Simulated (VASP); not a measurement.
# Ni (Fm-3m) in VASP: notebook, part 2 of 2

VASP 6.6.1. Earlier steps stand in the parts before.

### 3 Single point, PBE, collinear spin, antiferromagnetic start

Contents of INCAR:

```
SYSTEM = Ni
  ALGO = Normal
  EDIFF = 1E-6
  ENCUT = 520
  GGA = PE
  ISIF = 2
  ISMEAR = 0
  ISPIN = 2
  LASPH = .TRUE.
  LCHARG = .FALSE.
  LMAXMIX = 4
  LORBIT = 11
  LREAL = .FALSE.
  LWAVE = .FALSE.
  MAGMOM = 2 -2
  NBANDS = 21
  NELM = 150
  PREC = Accurate
  SIGMA = 0.1
```

Contents of KPOINTS:

```
k-points
0
G
  11 11 11
  0 0 0
```

Contents of POSCAR:

```
Ni
1.0
    3.5422000000      1.7711000000      1.7711000000
    1.7711000000      3.5422000000      1.7711000000
    1.7711000000      1.7711000000      3.5422000000
Ni
2
Direct
    0.0000000000      0.0000000000      0.0000000000
    0.5000000000      0.5000000000      0.5000000000
```

Potentials or basis: VASP PAW PBE potentials, release 64 (Ni).

On the command line:

```
$ cat potpaw_PBE.64/Ni/POTCAR > POTCAR
$ mpirun -np 1 vasp_std > vasp.out
```

OUTCAR:

```text
SYSTEM = Ni
   EDIFF = 1E-6
   ENCUT = 520
   GGA = PE
   ISIF = 2
   ISMEAR = 0
   ISPIN = 2
   LASPH = .TRUE.
   LORBIT = 11
   LREAL = .FALSE.
   NELM = 150
   PREC = Accurate

 ion  position               nearest neighbor table
   1  0.000  0.000  0.000-   2 2.50   2 2.50   2 2.50   2 2.50   2 2.50   2 2.50
   2  0.500  0.500  0.500-   1 2.50   1 2.50   1 2.50   1 2.50   1 2.50   1 2.50

  LATTYP: Found a trigonal (rhomboedric) cell.
 ALAT       =     4.3382912834
 COS(alpha) =     0.8333333333

  Lattice vectors:

 A1 = (   3.5422000000,   1.7711000000,   1.7711000000)
 A2 = (   1.7711000000,   3.5422000000,   1.7711000000)
 A3 = (   1.7711000000,   1.7711000000,   3.5422000000)

Analysis of symmetry for initial positions (statically):
=====================================================================
 Subroutine PRICEL returns following result:

  LATTYP: Found a face centered cubic cell.
 ALAT       =     3.5422000000
[... 12 lines left out ...]
 Subroutine GETGRP returns: Found 12 space group operations
[... 794 lines left out ...]
      5       7.1006      1.00000
      6       7.1748      1.00000
[... 565 lines left out ...]
     20      36.6433      0.00000
     21      37.8446      0.00000

 [... further k-points ...]

------------------------ aborting loop because EDIFF is reached ----------------------------------------

  FORCE on cell =-STRESS in cart. coord.  units (eV):
  Direction    XX          YY          ZZ          XY          YZ          ZX
  --------------------------------------------------------------------------------------
  -------------------------------------------------------------------------------------
  Total       -0.6219749     -0.6219749     -0.6219749      0.0199230      0.0199230      0.0199230
  in kB      -44.8429535    -44.8429535    -44.8429535      1.4364016      1.4364016      1.4364016
  external PRESSURE =     -44.8429535 kB  Pullay stress =       0.0000000 kB

 VOLUME and BASIS-vectors are now :
 -----------------------------------------------------------------------------
  energy-cutoff  :      520.00
  volume of cell :       22.22
      direct lattice vectors                 reciprocal lattice vectors
     3.542200000  1.771100000  1.771100000     0.423465643 -0.141155214 -0.141155214
     1.771100000  3.542200000  1.771100000    -0.141155214  0.423465643 -0.141155214
     1.771100000  1.771100000  3.542200000    -0.141155214 -0.141155214  0.423465643

 POSITION                                       TOTAL-FORCE (eV/Angst)
 -----------------------------------------------------------------------------------
      0.00000      0.00000      0.00000        -0.000000      0.000000      0.000000
      3.54220      3.54220      3.54220         0.000000     -0.000000     -0.000000
 -----------------------------------------------------------------------------------
    total drift:                               -0.000000      0.000000     -0.000000

  FREE ENERGIE OF THE ION-ELECTRON SYSTEM (eV)
  ---------------------------------------------------
  free  energy   TOTEN  =       -10.8348852105 eV

  energy  without entropy=      -10.8009090538  energy(sigma->0) =      -10.81789713

 total charge

# of ion       s       p       d       tot
------------------------------------------
    1        0.486   0.477   8.312   9.275
    2        0.486   0.477   8.312   9.275
--------------------------------------------------
tot          0.973   0.953  16.623  18.549

 magnetization (x)

# of ion       s       p       d       tot
------------------------------------------
    1       -0.001  -0.000   0.281   0.280
    2        0.001   0.000  -0.281  -0.280
--------------------------------------------------
tot          0.000   0.000   0.000   0.000
```

Run time: 4.9 min. Hardware: 1 thread of Intel Xeon Platinum 8488C (Sapphire Rapids), shared host; peak memory 0.27 GiB.

The run converged, but its numbers aren't listed here, since they failed a check.

Caveat: the result breaks the symmetry of the cell; the cell stands under tension.

### 4 Single point, PBE, collinear spin

Contents of INCAR:

```
  ALGO = Normal
  EDIFF = 1E-7
  ENCUT = 520
  GGA = PE
  ISIF = 2
  ISMEAR = 0
  ISPIN = 2
  LASPH = True
  LCHARG = True
  LELF = True
  LMAXMIX = 4
  LORBIT = 11
  LREAL = False
  LVHAR = True
  LWAVE = False
  MAGMOM = 0 2
  NBANDS = 21
  NELM = 150
  PREC = Accurate
  SIGMA = 0.1
```

Contents of KPOINTS:

```
k-points
0
Gamma
  11 11 11
```

POSCAR is that of step 3.

Potentials or basis: VASP PAW PBE potentials, release 64 (Ni).

On the command line:

```
$ cat potpaw_PBE.64/Ni/POTCAR > POTCAR
$ mpirun -np 1 vasp_std > vasp.out
```

OUTCAR:

```text
EDIFF = 1E-7
   ENCUT = 520
   GGA = PE
   ISIF = 2
   ISMEAR = 0
   ISPIN = 2
   LASPH = True
   LORBIT = 11
   LREAL = False
   NELM = 150
   PREC = Accurate

 ion  position               nearest neighbor table
   1  0.000  0.000  0.000-   2 2.50   2 2.50   2 2.50   2 2.50   2 2.50   2 2.50
   2  0.500  0.500  0.500-   1 2.50   1 2.50   1 2.50   1 2.50   1 2.50   1 2.50

  LATTYP: Found a trigonal (rhomboedric) cell.
 ALAT       =     4.3382912834
 COS(alpha) =     0.8333333333

  Lattice vectors:

 A1 = (   3.5422000000,   1.7711000000,   1.7711000000)
[... 1387 lines left out ...]

 VOLUME and BASIS-vectors are now :
 -----------------------------------------------------------------------------
  energy-cutoff  :      520.00
  volume of cell :       22.22
      direct lattice vectors                 reciprocal lattice vectors
     3.542200000  1.771100000  1.771100000     0.423465643 -0.141155214 -0.141155214
     1.771100000  3.542200000  1.771100000    -0.141155214  0.423465643 -0.141155214
     1.771100000  1.771100000  3.542200000    -0.141155214 -0.141155214  0.423465643

 POSITION                                       TOTAL-FORCE (eV/Angst)
 -----------------------------------------------------------------------------------
      0.00000      0.00000      0.00000         0.000000      0.000000      0.000000
      3.54220      3.54220      3.54220        -0.000000     -0.000000      0.000000
 -----------------------------------------------------------------------------------
    total drift:                               -0.000000      0.000000     -0.000000

  FREE ENERGIE OF THE ION-ELECTRON SYSTEM (eV)
  ---------------------------------------------------
  free  energy   TOTEN  =       -10.9438624024 eV

  energy  without entropy=      -10.9264016034  energy(sigma->0) =      -10.93513200

 total charge

# of ion       s       p       d       tot
------------------------------------------
    1        0.488   0.480   8.306   9.273
    2        0.488   0.480   8.306   9.273
--------------------------------------------------
tot          0.976   0.959  16.611  18.546

 magnetization (x)

# of ion       s       p       d       tot
------------------------------------------
    1       -0.007  -0.025   0.659   0.627
    2       -0.007  -0.025   0.659   0.627
--------------------------------------------------
tot         -0.014  -0.051   1.318   1.254
```

OSZICAR:

```text
N       E                     dE             d eps       ncg     rms          rms(c)
DAV:   1     0.978792717457E+02    0.97879E+02   -0.87879E+03 13213   0.134E+03
DAV:   2    -0.696675898738E+01   -0.10485E+03   -0.96771E+02 12549   0.235E+02
DAV:   3    -0.127876771027E+02   -0.58209E+01   -0.56159E+01 14061   0.636E+01
DAV:   4    -0.128657132887E+02   -0.78036E-01   -0.77964E-01 13939   0.687E+00
DAV:   5    -0.128680691140E+02   -0.23558E-02   -0.23557E-02 14206   0.117E+00    0.145E+01
DAV:   6    -0.137013919630E+02   -0.83332E+00   -0.15696E+01 14696   0.835E+01    0.207E+01
DAV:   7    -0.127198185040E+02    0.98157E+00   -0.72384E+00 16223   0.726E+01    0.161E+01
DAV:   8    -0.109686737820E+02    0.17511E+01   -0.22097E+00 16248   0.455E+01    0.507E+00
DAV:   9    -0.109552306216E+02    0.13443E-01   -0.70947E-01 17428   0.143E+01    0.192E+00
DAV:  10    -0.109459422564E+02    0.92884E-02   -0.10252E-01 17437   0.519E+00    0.833E-01
DAV:  11    -0.109442963596E+02    0.16459E-02   -0.84729E-03 17665   0.157E+00    0.296E-01
DAV:  12    -0.109438830304E+02    0.41333E-03   -0.18183E-03 19954   0.635E-01    0.143E-01
DAV:  13    -0.109438796051E+02    0.34253E-05   -0.37500E-04 18241   0.258E-01    0.887E-02
DAV:  14    -0.109438640402E+02    0.15565E-04   -0.43701E-05 18913   0.112E-01    0.354E-02
DAV:  15    -0.109438626667E+02    0.13736E-05   -0.42220E-05 19296   0.997E-02    0.216E-02
DAV:  16    -0.109438628603E+02   -0.19360E-06   -0.34542E-06 17496   0.351E-02    0.118E-02
DAV:  17    -0.109438624800E+02    0.38029E-06   -0.15206E-06 11844   0.221E-02    0.201E-03
DAV:  18    -0.109438624024E+02    0.77607E-07   -0.10559E-07  7292   0.372E-03
   1 F= -.10943862E+02 E0= -.10935132E+02  d E =-.174608E-01  mag=     1.2252
```

Run time: 6.2 min. Hardware: 1 thread of Intel Xeon Platinum 8488C (Sapphire Rapids), shared host; peak memory 0.27 GiB.

What came out:

```
Free energy                                           : -10.9439 eV
Pressure                                              : -3.9 GPa
Net moment                                            : 1.23 μB per cell
Site moments                                          : Ni +0.63 μB
Valence electrons inside the program's atomic spheres : Ni 9.27
```

Levels at points of the mesh, in eV from the Fermi level:
Spin up:
| k point | band 8 | band 9 | band 10 | band 11 | band 12 | band 13 | band 14 | band 15 |
| --- | --- | --- | --- | --- | --- | --- | --- | --- |
| (0.00, 0.00, 0.00) | -1.23 | -1.23 | -0.60 | -0.60 | -0.25 | 5.52 | 22.05 | 23.55 |
Spin down:
```tsv
k point	band 6	band 7	band 8	band 9	band 10	band 11	band 12	band 13	band 14	band 15
(0.00, 0.00, 0.00)	-1.63	-1.63	-0.66	-0.66	-0.32	0.14	0.14	5.93	21.89	23.38
```

Caveat: the cell stands under tension.
